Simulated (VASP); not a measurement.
# SiC2 (R-3m) in VASP: notebook

Runs on SiC2. Level: PBE. Tasks: single point, relaxation of cell and atoms.

Program: VASP 6.6.1. These are calculated values, not measurements. Logs are shortened: lines on timing, memory, paths and dates and some standing lists are left out, and cuts for length are marked.

### 1 The cell of the first run

The structure is trigonal, space group R-3m (No. 166). The conventional cell has a = 2.776 Å, b = 2.776 Å, c = 10.677 Å, α = 90.00°, β = 90.00°, γ = 120.00°. Si (site symmetry -3m) has 6 C at 1.83 Å within 2.4 Å. C (site symmetry 3m) has 4 C at 1.79 to 2.39 Å and 3 Si at 1.83 Å within 2.4 Å.

The cell was built from a structure type or drawn by symmetry, and may not be a known phase.

### 2 Single point, PBE

INCAR

```
  PREC = Accurate
  ENCUT = 520
  EDIFF = 1E-6
  ISMEAR = 0
  SIGMA = 0.1
  LREAL = F
  LASPH = T
  NELM = 60
  ALGO = Normal
  ISIF = 2
  LWAVE = F
  LCHARG = F
  GGA = PE
  NBANDS = 13
```

KPOINTS

```
regular mesh
0
Gamma
  6 6 6
```

POSCAR

```
SiC2
1.0
    1.3878108000      0.8012529400      3.5591314400
   -1.3878108000      0.8012529400      3.5591314400
    0.0000000000     -1.6025058800      3.5591314400
Si C
1 2
Direct
    0.0000000000      0.0000000000      0.0000000000
    0.4160641100      0.4160641100      0.4160641100
    0.5839358900      0.5839358900      0.5839358900
```

Potentials or basis: VASP PAW PBE potentials, release 64 (Si, C).

Run with:

```bash
$ cat potpaw_PBE.64/Si/POTCAR potpaw_PBE.64/C/POTCAR > POTCAR
$ mpirun -np 1 vasp_std > vasp.out
```

OUTCAR:

```text
PREC = Accurate
   ENCUT = 520
   EDIFF = 1E-6
   ISMEAR = 0
   LREAL = F
   LASPH = T
   NELM = 60
   ISIF = 2
   GGA = PE

 ion  position               nearest neighbor table
   1  0.000  0.000  0.000-   3 1.83   3 1.83   2 1.83   2 1.83   3 1.83   2 1.83
   2  0.416  0.416  0.416-   3 1.79   1 1.83   1 1.83   1 1.83
   3  0.584  0.584  0.584-   2 1.79   1 1.83   1 1.83   1 1.83

  LATTYP: Found a trigonal (rhomboedric) cell.
 ALAT       =     3.9032603933
 COS(alpha) =     0.7471660017

  Lattice vectors:

 A1 = (   1.3878108000,   0.8012529400,   3.5591314400)
 A2 = (  -1.3878108000,   0.8012529400,   3.5591314400)
 A3 = (   0.0000000000,  -1.6025058800,   3.5591314400)

Analysis of symmetry for initial positions (statically):
=====================================================================
 Subroutine PRICEL returns:
 Original cell was already a primitive cell.

 Routine SETGRP: Setting up the symmetry group for a
 trigonal (rhombohedral) supercell.

 Subroutine GETGRP returns: Found 12 space group operations
 (whereof 12 operations were pure point group operations)
 out of a pool of 12 trial point group operations.

The static configuration has the point symmetry D_3d.

Analysis of symmetry for dynamics (positions and initial velocities):
=====================================================================
 Subroutine PRICEL returns:
 Original cell was already a primitive cell.

 Routine SETGRP: Setting up the symmetry group for a
 trigonal (rhombohedral) supercell.

 Subroutine GETGRP returns: Found 12 space group operations
 (whereof 12 operations were pure point group operations)
 out of a pool of 12 trial point group operations.

The dynamic configuration has the point symmetry D_3d.

 Subroutine INISYM returns: Found 12 space group operations
 (whereof 12 operations are pure point group operations),
 and found     1 'primitive' translations

----------------------------------------------------------------------------------------

                                     Primitive cell

  volume of cell :      23.7463

  direct lattice vectors                    reciprocal lattice vectors
     1.387810800  0.801252940  3.559131440     0.360279658  0.208007557  0.093655809
    -1.387810800  0.801252940  3.559131440    -0.360279658  0.208007557  0.093655809
     0.000000000 -1.602505880  3.559131440     0.000000000 -0.416015114  0.093655809

  length of vectors
[... 94 lines left out ...]
   PSTRESS=    0.0 pullay stress
   NELECT =      12.0000    total number of electrons
   NUPDOWN=      -1.0000    fix difference up-down
   EMIN   =  10.00;   EMAX   =-10.00  energy-range for DOS
   EFERMI =   0.00;   METHOD = LEGACY
   ISMEAR =     0;   SIGMA  =   0.10  broadening in eV -4-tet -1-fermi 0-gaus
   EFERMI_NEDOS =   21; number of points for ismear=-14 and -15
   IALGO  =     38    algorithm
   IMIX   =      4    mixing-type and parameters
     AMIX     =   0.40;   BMIX     =  1.00
     AMIX_MAG =   1.60;   BMIX_MAG =  1.00
  volume/ion in A,a.u.               =       7.92        53.42
  Fermi-wavevector in a.u.,A,eV,Ry     =   1.303978  2.464161 23.134775  1.700358
  Thomas-Fermi vector in A             =   2.434944
   LORBIT       =      0    0 simple, 1 ext, 2 COOP (PROOUT), +10 PAW based schemes
   GGA     = PE    functional components
   LHFCALC =     F    Hartree Fock is set to
   AEXX    =    0.0000 exact exchange contribution
   IVDW    =     0    specifies the selected vdW correction
   LEPSILON=     F    determine dielectric tensor
   LRPA    =     F    only Hartree local field effects (RPA)
 non-spin polarized calculation
 Gauss-broadening in eV      SIGMA  =   0.10
  energy-cutoff  :      520.00
  volume of cell :       23.75
 maximum number of plane-waves:       649
 NGX is ok and might be reduce to    30
   NGX = 15   NGY = 15   NGZ = 15

 number of electron      12.0000000 magnetization

 Free energy of the ion-electron system (eV)
  ---------------------------------------------------
  ext. energy  EPLUGINS =         0.00000000
  ---------------------------------------------------
  free energy    TOTEN  =       -18.82657859 eV

  energy without entropy =      -18.82116830  energy(sigma->0) =      -18.82387345

 E-fermi :   9.3506     XC(G=0): -12.3508

 val. band max:        9.2056792219   @ k =   0.5000   0.5000   0.3333
 cond. band min:       9.3776675074   @ k =   0.5000   0.3333   0.1667
 fundamental gap:      0.1719882855
 Fermi energy:         9.3505845527

 k-point     1 :       0.0000    0.0000    0.0000
  band No.  band energies     occupation
      1      -8.7449      2.00000
      2       0.9475      2.00000
      3       2.1858      2.00000
      4       9.7215      0.00000
      5       9.7215      0.00000
      6       9.7510      0.00000
      7       9.7510      0.00000
      8      15.5778      0.00000
      9      19.0622      0.00000
     10      20.6028      0.00000
     11      20.6028      0.00000
     12      22.7285      0.00000
     13      22.7285      0.00000
[... 354 lines left out ...]
  band No.  band energies     occupation
      1      -3.5537      2.00000
      2      -2.0103      2.00000
      3       1.3251      2.00000
      4       3.2995      2.00000
      5       5.7025      2.00000
      6       8.8881      2.00000
      7      10.2838      0.00000
      8      15.6467      0.00000
      9      18.0458      0.00000
     10      21.9695      0.00000
     11      23.0115      0.00000
     12      23.8757      0.00000
     13      24.7118      0.00000

 [... further k-points ...]

------------------------ aborting loop because EDIFF is reached ----------------------------------------

  FORCE on cell =-STRESS in cart. coord.  units (eV):
  Direction    XX          YY          ZZ          XY          YZ          ZX
  --------------------------------------------------------------------------------------
  -------------------------------------------------------------------------------------
  Total       10.8252306     10.8252306      2.4842833      0.0000000     -0.0000000      0.0000000
  in kB      730.3862032    730.3862051    167.6164092      0.0000000     -0.0000000      0.0000000
  external PRESSURE =     542.7962725 kB  Pullay stress =       0.0000000 kB

 VOLUME and BASIS-vectors are now :
 -----------------------------------------------------------------------------
  energy-cutoff  :      520.00
  volume of cell :       23.75
      direct lattice vectors                 reciprocal lattice vectors
     1.387810800  0.801252940  3.559131440     0.360279658  0.208007557  0.093655809
    -1.387810800  0.801252940  3.559131440    -0.360279658  0.208007557  0.093655809
     0.000000000 -1.602505880  3.559131440     0.000000000 -0.416015114  0.093655809

 POSITION                                       TOTAL-FORCE (eV/Angst)
 -----------------------------------------------------------------------------------
      0.00000      0.00000      0.00000         0.000000     -0.000000      0.000000
      0.00000      0.00000      4.44248         0.000000      0.000000      9.075762
      0.00000      0.00000      6.23491         0.000000      0.000000     -9.075762
 -----------------------------------------------------------------------------------
    total drift:                                0.000000     -0.000000      0.000000

  FREE ENERGIE OF THE ION-ELECTRON SYSTEM (eV)
  ---------------------------------------------------
  free  energy   TOTEN  =       -18.8265785902 eV

  energy  without entropy=      -18.8211683022  energy(sigma->0) =      -18.82387345
```

OSZICAR:

```text
N       E                     dE             d eps       ncg     rms          rms(c)
DAV:   1     0.169133416646E+02    0.16913E+02   -0.59747E+03   840   0.818E+02
DAV:   2    -0.185552791878E+02   -0.35469E+02   -0.33714E+02  1123   0.153E+02
DAV:   3    -0.198003405690E+02   -0.12451E+01   -0.12225E+01  1102   0.236E+01
DAV:   4    -0.198070132561E+02   -0.66727E-02   -0.66690E-02   957   0.212E+00
DAV:   5    -0.198070615525E+02   -0.48296E-04   -0.48296E-04  1119   0.168E-01    0.997E+00
DAV:   6    -0.189696230707E+02    0.83744E+00   -0.95917E-01  1022   0.631E+00    0.534E+00
DAV:   7    -0.188258995230E+02    0.14372E+00   -0.54025E-01  1062   0.487E+00    0.141E+00
DAV:   8    -0.188264570834E+02   -0.55756E-03   -0.26769E-02   967   0.113E+00    0.166E-01
DAV:   9    -0.188265209612E+02   -0.63878E-04   -0.65156E-04  1042   0.202E-01    0.978E-02
DAV:  10    -0.188265755717E+02   -0.54610E-04   -0.84268E-05   987   0.714E-02    0.297E-02
DAV:  11    -0.188265789312E+02   -0.33595E-05   -0.19084E-05  1057   0.322E-02    0.649E-03
DAV:  12    -0.188265785902E+02    0.34103E-06   -0.14938E-06   761   0.960E-03
   1 F= -.18826579E+02 E0= -.18823873E+02  d E =-.541029E-02
```

stdout:

```text
POSCAR found type information on POSCAR SiC
 POSCAR found :  2 types and       3 ions
 scaLAPACK will be used
 LDA part: xc-table for (Slater+PW92), standard interpolation
 POSCAR, INCAR and KPOINTS ok, starting setup
 FFT: planning ... GRIDC
 FFT: planning ... GRID_SOFT
 FFT: planning ... GRID
 WAVECAR not read
 entering main loop
```

It took 17 s on 1 thread of Intel Xeon 8259CL, shared host; peak memory 0.16 GiB.

Results:

```yaml
Free_energy: -18.8266 eV
Pressure: 54.3 GPa
Largest_force: 9.076 eV/Å
Band_gap_on_the_k_mesh: zero (bands 6 and 7 overlap by 2.66 eV)
```

Forces in eV/Å, atoms in the order of the input:
```
Si   0.000  0.000  0.000
C    0.000  0.000  9.076
C    0.000  0.000 -9.076
```

Levels at points of the mesh, in eV from the Fermi level:
| k point | band 4 | band 5 | band 6 | band 7 | band 8 | band 9 |
| --- | --- | --- | --- | --- | --- | --- |
| (0.00, 0.00, 0.00) | 0.37 | 0.37 | 0.40 | 0.40 | 6.23 | 9.71 |
| (0.50, 0.00, 0.00) | -5.54 | -2.57 | -1.53 | -0.25 | 4.11 | 7.35 |
| (0.50, 0.50, 0.00) | -6.01 | -3.74 | -0.84 | 2.11 | 5.78 | 6.53 |
| (0.50, 0.50, 0.50) | -0.95 | 0.28 | 1.89 | 1.89 | 4.16 | 8.14 |

Caveat: the k points lie up to 0.45 Å⁻¹ apart, too coarse for converged energies and pressures of a metal; forces of over 1 eV/Å act on the atoms, so gaps and moduli don't describe the material at rest.

### 3 Single point, PBE

This run uses another cell than the first one, of 8.91 Å³/atom.

INCAR

```
SYSTEM = SiC2
PREC     = Accurate       ! precision mode
ENCUT    = 520            ! plane-wave cutoff, eV
EDIFF    = 1E-7           ! SCF threshold, eV
ISMEAR   = 0              ! smearing method
SIGMA    = 0.1            ! smearing width, eV
LREAL    = .False.        ! projectors in reciprocal space
LASPH    = .True.         ! aspherical terms in the spheres
NELM     = 80             ! most SCF steps
ALGO     = Normal         ! electronic algorithm
ISIF     = 2              ! what is computed and relaxed
LWAVE    = .False.        ! write WAVECAR
LCHARG   = .False.        ! write CHGCAR
GGA      = PE             ! functional
NBANDS   = 13             ! bands
```

KPOINTS

```
Automatic mesh
0
Gamma
  6 6 6
  0 0 0
```

POSCAR

```
SiC2
1.0
    1.4560370494      0.8406433824      3.6402794631
   -1.4560370494      0.8406433824      3.6402794631
    0.0000000000     -1.6812867649      3.6402794631
Si C
1 2
Direct
    0.0000000000      0.0000000000      0.0000000000
    0.4381728425      0.4381728425      0.4381728425
    0.5618271575      0.5618271575      0.5618271575
```

Potentials or basis: VASP PAW PBE potentials, release 64 (Si, C).

Run with:

```bash
$ cat potpaw_PBE.64/Si/POTCAR potpaw_PBE.64/C/POTCAR > POTCAR
$ mpirun -np 1 vasp_std > vasp.out
```

Wall time 19 s (1 thread of Intel Xeon 8259CL, shared host); peak memory 0.16 GiB.

The run converged. Its results:

```
Free energy            : -22.0917 eV
Pressure               : 0.2 GPa
Largest force          : 0.062 eV/Å
Band gap on the k mesh : zero (bands 6 and 7 overlap by 4.40 eV)
```

Forces on the atoms (eV/Å):
```
Si   0.000  0.000  0.000
C    0.000  0.000 -0.062
C    0.000  0.000  0.062
```

Stress tensor (GPa, compression positive):
```
0.09 0.00 0.00
0.00 0.09 0.00
0.00 0.00 0.50
```

Levels at points of the mesh, in eV from the Fermi level:
```
           k point  band 3  band 4  band 5  band 6  band 7  band 8  band 9  band 10
(0.00, 0.00, 0.00)   -7.96   -0.98   -0.98    2.87    2.87    7.43    8.27     8.84
(0.50, 0.00, 0.00)   -7.13   -5.79   -1.93   -1.75   -0.38    4.05    6.72     7.92
(0.50, 0.50, 0.00)   -7.60   -6.73   -3.54   -1.68    3.53    4.49    8.37     9.29
(0.50, 0.50, 0.50)   -2.96   -1.40   -1.40    3.26    3.26    6.73    7.95     9.10
```

Caveat: the k points lie up to 0.43 Å⁻¹ apart, too coarse for converged energies and pressures of a metal.

### 4 Relaxation of cell and atoms, PBE

INCAR

```
SYSTEM = SiC2
PREC = Accurate
ENCUT = 600
EDIFF = 1E-7
ISMEAR = 0
SIGMA = 0.1
LREAL = .False.
LASPH = .True.
NELM = 60
ALGO = Normal
ISIF = 3
LWAVE = .False.
LCHARG = .False.
GGA = PE
IBRION = 2
NSW = 90
EDIFFG = -0.04
```

KPOINTS is that of step 3.

POSCAR

```
SiC2
1.0
    1.3878108000      0.8012529400      3.5591314400
   -1.3878108000      0.8012529400      3.5591314400
    0.0000000000     -1.6025058800      3.5591314400
Si C
1 2
Direct
    0.0000000000      0.0000000000      0.0000000000
    0.4160641100      0.4160641100      0.4160641100
    0.5839358900      0.5839358900      0.5839358900
```

Run with:

```bash
$ cat potpaw_PBE.64/Si/POTCAR potpaw_PBE.64/C/POTCAR > POTCAR
$ mpirun -np 1 vasp_std > vasp.out
```

Run time: 2.4 min. Hardware: 1 thread of Intel Xeon 8259CL, shared host; peak memory 0.18 GiB.

It converged, with:

* Free energy: -22.0906 eV
* Relaxed volume: 8.90 Å³/atom
* Relaxed cell: a = 4.009 Å, b = 4.009 Å, c = 4.009 Å, α = 42.57°, β = 42.57°, γ = 42.57°
* Space group after relaxing (to 0.1 Å): R-3m (No. 166)
* Pressure after relaxing: 0.2 GPa
* Largest force after relaxing: 0.010 eV/Å
* Band gap on the k mesh: zero (bands 6 and 7 overlap by 4.40 eV)

Forces on the atoms (eV/Å):
```
Si   0.000  0.000  0.000
C    0.000  0.000  0.010
C    0.000  0.000 -0.010
```

Stress tensor (GPa, compression positive):
```
0.29 0.00 0.00
0.00 0.29 0.00
0.00 0.00 0.10
```

Final structure:
```xyz
3
Lattice="1.4553 0.8402 3.6400 -1.4553 0.8402 3.6400 0.0000 -1.6804 3.6400" Properties=species:S:1:pos:R:3 pbc="T T T"
Si    0.0000    0.0000    0.0000
C     0.0000    0.0000    4.7841
C     0.0000    0.0000    6.1358
```

Levels at points of the mesh, in eV from the Fermi level:
```tsv
k point	band 2	band 3	band 4	band 5	band 6	band 7	band 8	band 9	band 10
(0.00, 0.00, 0.00)	-9.28	-7.97	-0.97	-0.97	2.87	2.87	7.44	8.28	8.85
(0.50, 0.00, 0.00)	-10.22	-7.13	-5.79	-1.92	-1.75	-0.39	4.06	6.71	7.93
(0.50, 0.50, 0.00)	-10.23	-7.61	-6.73	-3.54	-1.68	3.53	4.50	8.37	9.31
(0.50, 0.50, 0.50)	-14.51	-2.95	-1.39	-1.39	3.26	3.26	6.74	7.95	9.12
```

Caveat: the k points lie up to 0.43 Å⁻¹ apart in the final cell, too coarse for converged energies and pressures of a metal.

(Continued in part 2 of 2.)
